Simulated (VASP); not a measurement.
# TiAl (P-6m2) in VASP: further runs

TiAl is run at these levels: PBE; tasks: single point.

Program: VASP 6.6.1. These are calculated values, not measurements. Logs are shortened: lines on timing, memory, paths and dates and some standing lists are left out, and cuts for length are marked.

**1. The cell of the first run**

It takes space group P-6m2 (No. 187, hexagonal). The conventional cell has a = 2.737 Å, b = 2.737 Å, c = 4.463 Å, α = 90.00°, β = 90.00°, γ = 120.00°. Within 3.6 Å of Ti (site symmetry -6m2) lie 6 Al at 2.73 Å and 6 Ti at 2.74 Å. Within 3.6 Å of Al (site symmetry -6m2) lie 6 Ti at 2.73 Å and 6 Al at 2.74 Å.

**2. Single point, PBE**

Input file INCAR:

```
SYSTEM = TiAl
PREC     = Accurate       ! precision mode
ENCUT    = 520            ! plane-wave cutoff, eV
EDIFF    = 1E-6           ! SCF threshold, eV
ISMEAR   = 0              ! smearing method
SIGMA    = 0.15           ! smearing width, eV
LREAL    = .False.        ! projectors in reciprocal space
LASPH    = .True.         ! aspherical terms in the spheres
NELM     = 80             ! most SCF steps
ALGO     = Normal         ! electronic algorithm
ISIF     = 2              ! what is computed and relaxed
LWAVE    = .False.        ! write WAVECAR
LCHARG   = .True.         ! write CHGCAR
GGA      = PE             ! functional
LELF     = .True.         ! ELF
LVHAR    = .True.       
NBANDS   = 14             ! bands
```

Input file KPOINTS:

```
Automatic mesh
0
Gamma
  18 18 10
  0 0 0
```

Input file POSCAR:

```
TiAl
1.0
    2.7369000000      0.0000000000      0.0000000000
   -1.3684500000      2.3702249276      0.0000000000
    0.0000000000      0.0000000000      4.4625000000
Ti Al
1 1
Direct
    0.0000000000      0.0000000000      0.0000000000
    0.3333333333      0.6666666667      0.5000000000
```

Potentials or basis: VASP PAW PBE potentials, release 64 (Ti_sv, Al).

Started as:

```
$ cat potpaw_PBE.64/Ti_sv/POTCAR potpaw_PBE.64/Al/POTCAR > POTCAR
$ mpirun -np 1 vasp_std > vasp.out
```

OUTCAR:

```text
SYSTEM = TiAl
   PREC = Accurate
   ENCUT = 520
   EDIFF = 1E-6
   ISMEAR = 0
   LREAL = .False.
   LASPH = .True.
   NELM = 80
   ISIF = 2
   GGA = PE

 ion  position               nearest neighbor table
   1  0.000  0.000  0.000-   2 2.73   2 2.73   2 2.73   2 2.73   2 2.73   2 2.73
   2  0.333  0.667  0.500-   1 2.73   1 2.73   1 2.73   1 2.73   1 2.73   1 2.73

  LATTYP: Found a hexagonal cell.
 ALAT       =     2.7369000000
 C/A-ratio  =     1.6304943549

  Lattice vectors:

 A1 = (   2.7369000000,   0.0000000000,   0.0000000000)
 A2 = (  -1.3684500000,   2.3702249276,   0.0000000000)
 A3 = (   0.0000000000,   0.0000000000,   4.4625000000)

Analysis of symmetry for initial positions (statically):
=====================================================================
 Subroutine PRICEL returns:
 Original cell was already a primitive cell.

 Routine SETGRP: Setting up the symmetry group for a
 hexagonal supercell.

 Subroutine GETGRP returns: Found 12 space group operations
 (whereof 12 operations were pure point group operations)
 out of a pool of 24 trial point group operations.

The static configuration has the point symmetry D_3h.

Analysis of symmetry for dynamics (positions and initial velocities):
=====================================================================
 Subroutine PRICEL returns:
 Original cell was already a primitive cell.

 Routine SETGRP: Setting up the symmetry group for a
 hexagonal supercell.

 Subroutine GETGRP returns: Found 12 space group operations
 (whereof 12 operations were pure point group operations)
 out of a pool of 24 trial point group operations.

The dynamic configuration has the point symmetry D_3h.

 Subroutine INISYM returns: Found 12 space group operations
 (whereof 12 operations are pure point group operations),
 and found     1 'primitive' translations

----------------------------------------------------------------------------------------

                                     Primitive cell

  volume of cell :      28.9485

  direct lattice vectors                    reciprocal lattice vectors
     2.736900000  0.000000000  0.000000000     0.365376886  0.210950444  0.000000000
    -1.368450000  2.370224928  0.000000000     0.000000000  0.421900887  0.000000000
     0.000000000  0.000000000  4.462500000     0.000000000  0.000000000  0.224089636

  length of vectors
     2.736900000  2.736900000  4.462500000     0.421900887  0.421900887  0.224089636

  position of ions in fractional coordinates (direct lattice)
     0.000000000  0.000000000  0.000000000
[... 83 lines left out ...]
   NFREE  =      0    steps in history (QN), initial steepest desc. (CG)
   ISIF   =      2    stress and relaxation
   ISYM   =      2    0-nonsym 1-usesym 2-fastsym
   POTIM  = 0.5000    time-step for ionic-motion
   TEBEG  =    0.0;   TEEND  =   0.0 temperature during run
   PSTRESS=    0.0 pullay stress
   NELECT =      15.0000    total number of electrons
   NUPDOWN=      -1.0000    fix difference up-down
   EMIN   =  10.00;   EMAX   =-10.00  energy-range for DOS
   EFERMI =   0.00;   METHOD = LEGACY
   ISMEAR =     0;   SIGMA  =   0.15  broadening in eV -4-tet -1-fermi 0-gaus
   EFERMI_NEDOS =   21; number of points for ismear=-14 and -15
   IALGO  =     38    algorithm
   IMIX   =      4    mixing-type and parameters
     AMIX     =   0.40;   BMIX     =  1.00
     AMIX_MAG =   1.60;   BMIX_MAG =  1.00
  volume/ion in A,a.u.               =      14.47        97.68
  Fermi-wavevector in a.u.,A,eV,Ry     =   1.314911  2.484821 23.524348  1.728991
  Thomas-Fermi vector in A             =   2.445131
   LORBIT       =      0    0 simple, 1 ext, 2 COOP (PROOUT), +10 PAW based schemes
   GGA     = PE    functional components
   LHFCALC =     F    Hartree Fock is set to
   AEXX    =    0.0000 exact exchange contribution
   IVDW    =     0    specifies the selected vdW correction
   LEPSILON=     F    determine dielectric tensor
   LRPA    =     F    only Hartree local field effects (RPA)
 non-spin polarized calculation
 Gauss-broadening in eV      SIGMA  =   0.15
  energy-cutoff  :      520.00
  volume of cell :       28.95
 maximum number of plane-waves:       794
   NGX = 11   NGY = 11   NGZ = 17

 number of electron      14.9999998 magnetization

 Free energy of the ion-electron system (eV)
  ---------------------------------------------------
  ext. energy  EPLUGINS =         0.00000000
  ---------------------------------------------------
  free energy    TOTEN  =       -11.85384854 eV

  energy without entropy =      -11.82856971  energy(sigma->0) =      -11.84120913

 E-fermi :   9.3905     XC(G=0): -11.5375

 val. band max:        9.3874889158   @ k =   0.2222  -0.0000   0.5000
 cond. band min:       9.3917727983   @ k =   0.3333   0.2778   0.2000
 fundamental gap:      0.0042838826
 Fermi energy:         9.3905359203

 k-point     1 :       0.0000    0.0000    0.0000
  band No.  band energies     occupation
      1     -46.8345      2.00000
      2     -23.1852      2.00000
      3     -22.5838      2.00000
      4     -22.5838      2.00000
      5      -0.2504      2.00000
      6       6.9258      2.00000
      7       7.5032      2.00000
      8      10.8313      0.00000
      9      10.8313      0.00000
     10      12.6405      0.00000
     11      12.6405      0.00000
     12      14.0103      0.00000
     13      23.2733      0.00000
     14      23.2733      0.00000
[... 377 lines left out ...]
      1     -46.6699      2.00000
      2     -23.4187      2.00000
      3     -23.0293      2.00000
      4     -22.8461      2.00000
      5       4.8466      2.00000
      6       7.3517      2.00000
      7       7.6607      2.00000
      8       8.4378      2.00000
      9      11.1570      0.00000
     10      12.9934      0.00000
     11      14.1934      0.00000
     12      14.5473      0.00000
     13      15.6379      0.00000
     14      17.0401      0.00000

 [... further k-points ...]
[... 5 lines left out ...]
  --------------------------------------------------------------------------------------
  -------------------------------------------------------------------------------------
  Total        3.4479689      3.4479689      3.7741210      0.0000000     -0.0000000     -0.0000000
  in kB      190.8302428    190.8302428    208.8813566      0.0000000     -0.0000000     -0.0000000
  external PRESSURE =     196.8472807 kB  Pullay stress =       0.0000000 kB

 VOLUME and BASIS-vectors are now :
 -----------------------------------------------------------------------------
  energy-cutoff  :      520.00
  volume of cell :       28.95
      direct lattice vectors                 reciprocal lattice vectors
     2.736900000  0.000000000  0.000000000     0.365376886  0.210950444  0.000000000
    -1.368450000  2.370224928  0.000000000     0.000000000  0.421900887  0.000000000
     0.000000000  0.000000000  4.462500000     0.000000000  0.000000000  0.224089636

 POSITION                                       TOTAL-FORCE (eV/Angst)
 -----------------------------------------------------------------------------------
      0.00000      0.00000      0.00000        -0.000000      0.000000      0.000000
     -0.00000      1.58015      2.23125         0.000000     -0.000000      0.000000
 -----------------------------------------------------------------------------------
    total drift:                                0.000000     -0.000000      0.000000

  FREE ENERGIE OF THE ION-ELECTRON SYSTEM (eV)
  ---------------------------------------------------
  free  energy   TOTEN  =       -11.8538485411 eV

  energy  without entropy=      -11.8285697135  energy(sigma->0) =      -11.84120913
```

stdout:

```text
POSCAR found type information on POSCAR TiAl
 POSCAR found :  2 types and       2 ions
 scaLAPACK will be used
 LDA part: xc-table for (Slater+PW92), standard interpolation
 POSCAR, INCAR and KPOINTS ok, starting setup
 FFT: planning ... GRIDC
 FFT: planning ... GRID_SOFT
 FFT: planning ... GRID
 WAVECAR not read
 entering main loop
```

Run time: 53 s. Hardware: 1 thread of Intel Xeon 6975P-C, shared host; peak memory 0.21 GiB.

Results:

* Free energy: -11.8538 eV
* Pressure: 19.7 GPa

**3. Single point, PBE**

This run uses another cell than the first one, of 19.42 Å³/atom, 1.342 times its volume.

Input file INCAR:

```
SYSTEM = TiAl
  PREC = Accurate
  ENCUT = 520
  EDIFF = 1E-6
  ISMEAR = 0
  SIGMA = 0.15
  LREAL = .FALSE.
  LASPH = .TRUE.
  NELM = 60
  ALGO = Normal
  ISIF = 2
  LWAVE = .FALSE.
  LCHARG = .FALSE.
  GGA = PE
  NBANDS = 14
```

Input file KPOINTS:

```
Automatic mesh
0
G
  18 18 10
  0 0 0
```

Input file POSCAR:

```
TiAl
1.0
    2.9890000000      0.0000000000      0.0000000000
   -1.4945000000      2.5885499319      0.0000000000
    0.0000000000      0.0000000000      5.0203000000
Ti Al
1 1
Direct
    0.0000000000      0.0000000000      0.0000000000
    0.3333333333      0.6666666667      0.5000000000
```

Potentials or basis: VASP PAW PBE potentials, release 64 (Ti_sv, Al).

Started as:

```
$ cat potpaw_PBE.64/Ti_sv/POTCAR potpaw_PBE.64/Al/POTCAR > POTCAR
$ mpirun -np 1 vasp_std > vasp.out
```

Wall time 68 s (1 thread of Intel Xeon 6975P-C, shared host); peak memory 0.25 GiB.

Results (log left out):

```
Free energy : -11.8470 eV
Pressure    : -12.0 GPa
```

Stress tensor (GPa, compression positive):
```
-10.10   0.00   0.00
  0.00 -10.10   0.00
  0.00   0.00 -15.66
```

Levels at points of the mesh, in eV from the Fermi level:
| k point | band 3 | band 4 | band 5 | band 6 | band 7 | band 8 | band 9 | band 10 | band 11 | band 12 |
| --- | --- | --- | --- | --- | --- | --- | --- | --- | --- | --- |
| (0.00, 0.00, 0.00) | -32.85 | -32.85 | -8.27 | -2.28 | -1.91 | 1.09 | 1.09 | 2.34 | 2.34 | 2.88 |
| (0.50, 0.00, 0.00) | -33.11 | -32.94 | -3.32 | -2.70 | -1.23 | -0.84 | 1.82 | 3.22 | 3.30 | 3.66 |
| (0.00, 0.00, 0.50) | -32.85 | -32.85 | -7.58 | -4.95 | -0.48 | 1.10 | 1.10 | 2.30 | 2.30 | 5.76 |
| (0.50, 0.00, 0.50) | -33.11 | -32.94 | -3.25 | -2.28 | -1.58 | 0.37 | 0.82 | 1.68 | 2.17 | 3.30 |

**4. Single point, PBE**

This run uses another cell than the first one, of 19.60 Å³/atom, 1.354 times its volume.

Input file INCAR:

```
SYSTEM = TiAl
PREC = Accurate
ENCUT = 520
EDIFF = 1E-7
ISMEAR = 0
SIGMA = 0.15
LREAL = .FALSE.
LASPH = .TRUE.
NELM = 100
ALGO = Normal
ISIF = 2
LWAVE = .FALSE.
LCHARG = .FALSE.
GGA = PE
NBANDS = 14
```

Input file KPOINTS:

```
regular mesh
0
G
  18 18 10
  0 0 0
```

Edit POSCAR of step 3 so:

```diff
@@ -4,3 +4,3 @@
    -1.4945000000      2.5885499319      0.0000000000
-    0.0000000000      0.0000000000      5.0203000000
+    0.0000000000      0.0000000000      5.0668000000
 Ti Al
```

Potentials or basis: VASP PAW PBE potentials, release 64 (Ti_sv, Al).

Started as:

```
$ cat potpaw_PBE.64/Ti_sv/POTCAR potpaw_PBE.64/Al/POTCAR > POTCAR
$ mpirun -np 1 vasp_std > vasp.out
```

OUTCAR:

```text
SYSTEM = TiAl
   PREC = Accurate
   ENCUT = 520
   EDIFF = 1E-7
   ISMEAR = 0
   LREAL = .FALSE.
   LASPH = .TRUE.
   NELM = 100
   ISIF = 2
   GGA = PE

 ion  position               nearest neighbor table
   1  0.000  0.000  0.000-   2 3.07   2 3.07   2 3.07   2 3.07   2 3.07   2 3.07
   2  0.333  0.667  0.500-   1 3.07   1 3.07   1 3.07   1 3.07   1 3.07   1 3.07

  LATTYP: Found a hexagonal cell.
 ALAT       =     2.9890000000
 C/A-ratio  =     1.6951488792

  Lattice vectors:

 A1 = (   2.9890000000,   0.0000000000,   0.0000000000)
 A2 = (  -1.4945000000,   2.5885499319,   0.0000000000)
[... 587 lines left out ...]
     11       9.4929      0.00000
     12      10.2973      0.00000
     13      11.0728      0.00000
     14      11.7003      0.00000

 [... further k-points ...]
[... 5 lines left out ...]
  --------------------------------------------------------------------------------------
  -------------------------------------------------------------------------------------
  Total       -2.5248128     -2.5248128     -4.0844468     -0.0000000      0.0000000      0.0000000
  in kB     -103.1866570   -103.1866570   -166.9273887     -0.0000000      0.0000000      0.0000000
  external PRESSURE =    -124.4335676 kB  Pullay stress =       0.0000000 kB

 VOLUME and BASIS-vectors are now :
 -----------------------------------------------------------------------------
  energy-cutoff  :      520.00
  volume of cell :       39.20
      direct lattice vectors                 reciprocal lattice vectors
     2.989000000  0.000000000  0.000000000     0.334560054  0.193158337  0.000000000
    -1.494500000  2.588549932  0.000000000     0.000000000  0.386316674  0.000000000
     0.000000000  0.000000000  5.066800000     0.000000000  0.000000000  0.197363227

 POSITION                                       TOTAL-FORCE (eV/Angst)
 -----------------------------------------------------------------------------------
      0.00000      0.00000      0.00000        -0.000000      0.000000      0.000000
     -0.00000      1.72570      2.53340         0.000000      0.000000      0.000000
 -----------------------------------------------------------------------------------
    total drift:                                0.000000     -0.000000      0.000000

  FREE ENERGIE OF THE ION-ELECTRON SYSTEM (eV)
  ---------------------------------------------------
  free  energy   TOTEN  =       -11.8106492146 eV

  energy  without entropy=      -11.7811775936  energy(sigma->0) =      -11.79591340
```

OSZICAR:

```text
N       E                     dE             d eps       ncg     rms          rms(c)
DAV:   1     0.961942993398E+02    0.96194E+02   -0.70985E+03  6216   0.104E+03
DAV:   2    -0.760306700079E+01   -0.10380E+03   -0.10008E+03  6474   0.289E+02
DAV:   3    -0.133378326688E+02   -0.57348E+01   -0.55941E+01  9604   0.653E+01
DAV:   4    -0.135153185858E+02   -0.17749E+00   -0.17724E+00  7206   0.103E+01
DAV:   5    -0.135227169196E+02   -0.73983E-02   -0.73978E-02  9420   0.193E+00    0.834E+00
DAV:   6    -0.123286746991E+02    0.11940E+01   -0.75485E+00  7248   0.308E+01    0.454E+00
DAV:   7    -0.118556506879E+02    0.47302E+00   -0.12781E+00  6840   0.123E+01    0.170E+00
DAV:   8    -0.118224941828E+02    0.33157E-01   -0.24986E-01  6744   0.561E+00    0.103E+00
DAV:   9    -0.118173276929E+02    0.51665E-02   -0.97309E-02  6840   0.412E+00    0.536E-01
DAV:  10    -0.118105572030E+02    0.67705E-02   -0.16411E-02  6800   0.155E+00    0.537E-02
DAV:  11    -0.118106709925E+02   -0.11379E-03   -0.10114E-03  8244   0.280E-01    0.610E-02
DAV:  12    -0.118106575077E+02    0.13485E-04   -0.50293E-05  7126   0.670E-02    0.330E-02
DAV:  13    -0.118106499998E+02    0.75079E-05   -0.11947E-05  7484   0.387E-02    0.989E-03
DAV:  14    -0.118106491704E+02    0.82945E-06   -0.13975E-06  7398   0.100E-02    0.144E-03
DAV:  15    -0.118106492146E+02   -0.44192E-07   -0.64217E-08  4360   0.266E-03
   1 F= -.11810649E+02 E0= -.11795913E+02  d E =-.294716E-01
```

Run time: 72 s. Hardware: 1 thread of Intel Xeon 6975P-C, shared host; peak memory 0.26 GiB.

Results:

| Property | Result |
| --- | --- |
| Free energy | -11.8106 eV |
| Pressure | -12.4 GPa |

Stress tensor (GPa, compression positive):
```
-10.32   0.00   0.00
  0.00 -10.32   0.00
  0.00   0.00 -16.69
```

(Continued in part 2 of 2.)
